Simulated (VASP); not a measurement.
Write the native input for VASP 6.6.1 that does the following.

```
Task                   : single point
Functional             : r2SCAN
Potentials or basis    : VASP PAW PBE potentials, release 64 (Mg, O)
Cutoff                 : 520 eV
k mesh                 : 10 × 10 × 10
Occupations            : gaussian, width 0.01 eV
Spin                   : no spin polarisation
Dipole correction      : no
Further INCAR settings : ALGO = Normal; EDIFF = 1e-06; NBANDS = 11
```

Crystal: MgO.

```
Mg O
1.0
     2.65562    0.00000    0.00000
     0.00000    2.65562    0.00000
     0.00000    0.00000    2.65562
Mg O
1 1
Cartesian
  0.0000 0.0000 0.0000
  1.3278 1.3278 1.3278
```

This cell differs from its parent crystal: strain +1.2%.

These files were run (other wordings do the same):

POSCAR

```
MgO
1.0
    2.6556162495      0.0000000000      0.0000000000
    0.0000000000      2.6556162495      0.0000000000
    0.0000000000      0.0000000000      2.6556162495
Mg O
1 1
Direct
    0.0000000000      0.0000000000      0.0000000000
    0.5000000000      0.5000000000      0.5000000000
```

INCAR.step1

```
ALGO = Normal ; EDIFF = 1E-4
ENCUT = 520 ; GGA = PE
ISMEAR = 0 ; LASPH = T
LCHARG = F ; LREAL = F
LWAVE = T ; NBANDS = 11
NELM = 100 ; PREC = Accurate
SIGMA = 0.01
```

INCAR.step2

```
ALGO = Normal ; EDIFF = 1E-6
ENCUT = 520 ; ISIF = 2
ISMEAR = 0 ; ISTART = 1
LASPH = T ; LCHARG = T
LELF = T ; LMIXTAU = T
LREAL = F ; LVHAR = T
LWAVE = F ; METAGGA = R2SCAN
NBANDS = 11 ; NELM = 100
PREC = Accurate ; SIGMA = 0.01
```

KPOINTS

```
k-points
0
Gamma
  10 10 10
```

Potentials or basis: VASP PAW PBE potentials, release 64 (Mg, O).

Command:

```bash
$ cat potpaw_PBE.64/Mg/POTCAR potpaw_PBE.64/O/POTCAR > POTCAR
$ cp INCAR.step1 INCAR
$ mpirun -np 1 vasp_std > vasp.out
$ cp INCAR.step2 INCAR
$ mpirun -np 1 vasp_std > vasp.out
```

Results of the run:

```
Pressure               : -6.5 GPa
Band gap on the k mesh : 3.10 eV, indirect (least direct gap 4.12 eV)
```

Caveat: the cell differs from its parent crystal (strain +1.2%); the PAW data sets were made with another functional, which shifts forces and pressure a little.

It took 26 s on 1 thread of Intel Xeon 6975P-C, on a shared host, peak memory 0.13 GiB.
